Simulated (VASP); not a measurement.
Write the native input for VASP 6.6.1 that does the following.

```
Task                   : relaxation of shape and atoms at fixed volume
Functional             : r2SCAN
Potentials or basis    : VASP PAW PBE potentials, release 64 (Be)
Cutoff                 : 600 eV
k mesh                 : 24 × 24 × 12
Occupations            : gaussian, width 0.1 eV
Spin                   : no spin polarisation
Dipole correction      : no
Further INCAR settings : ALGO = Normal; EDIFF = 1e-06; IBRION = 2; EDIFFG = -0.01; NSW = 50; ISIF = 4
```

Crystal: Be.

```
CELL_PARAMETERS angstrom
2.30954 0.00000 0.00000
-1.15477 2.00012 0.00000
0.00000 0.00000 3.62969
ATOMIC_POSITIONS crystal
Be 0.33333 0.66667 0.25000
Be 0.66667 0.33333 0.75000
```

One way to write it, as run:

POSCAR

```
Be
1.0
    2.3095395568      0.0000000000      0.0000000000
   -1.1547697784      2.0001199272      0.0000000000
    0.0000000000      0.0000000000      3.6296898944
Be
2
Direct
    0.3333333333      0.6666666667      0.2500000000
    0.6666666667      0.3333333333      0.7500000000
```

INCAR.step1

```
PREC     = Accurate       # precision mode
ENCUT    = 600            # plane-wave cutoff, eV
ISMEAR   = 0              # smearing method
SIGMA    = 0.1            # smearing width, eV
LREAL    = F              # projectors in reciprocal space
LASPH    = T              # aspherical terms in the spheres
NELM     = 100            # most SCF steps
GGA      = PE             # functional
ALGO     = Normal         # electronic algorithm
EDIFF    = 1E-4           # SCF threshold, eV
LWAVE    = T              # write WAVECAR
LCHARG   = F              # write CHGCAR
```

INCAR.step2

```
PREC     = Accurate       # precision mode
ENCUT    = 600            # plane-wave cutoff, eV
EDIFF    = 1E-6           # SCF threshold, eV
ISMEAR   = 0              # smearing method
SIGMA    = 0.1            # smearing width, eV
LREAL    = F              # projectors in reciprocal space
LASPH    = T              # aspherical terms in the spheres
NELM     = 100            # most SCF steps
ALGO     = Normal         # electronic algorithm
ISIF     = 4              # what is computed and relaxed
LWAVE    = F              # write WAVECAR
LCHARG   = F              # write CHGCAR
METAGGA  = R2SCAN         # meta-GGA
LMIXTAU  = T            
IBRION   = 2              # ionic algorithm
NSW      = 50             # ionic steps
EDIFFG   = -0.01          # ionic threshold
ISTART   = 1
```

KPOINTS

```
regular mesh
0
Gamma
  24 24 12
```

Potentials or basis: VASP PAW PBE potentials, release 64 (Be).

The run is started by

```sh
$ cat potpaw_PBE.64/Be/POTCAR > POTCAR
$ cp INCAR.step1 INCAR
$ mpirun -np 1 vasp_std > vasp.out
$ cp INCAR.step2 INCAR
$ mpirun -np 1 vasp_std > vasp.out
```

Results of the run:

| Quantity | Value |
| --- | --- |
| Energy gained by relaxing | 0.0 meV/atom |
| Ionic steps | 2 |
| Pressure after relaxing | -6.4 GPa |
| Band gap on the k mesh | zero (bands 2 and 3 overlap by 2.15 eV) |

Caveat: the PAW data sets were made with another functional, which shifts forces and pressure a little.

Run time: 75 s on 1 thread of AMD EPYC 9R45 96-Core Processor (Zen 5) (shared host), peak memory 0.13 GiB.
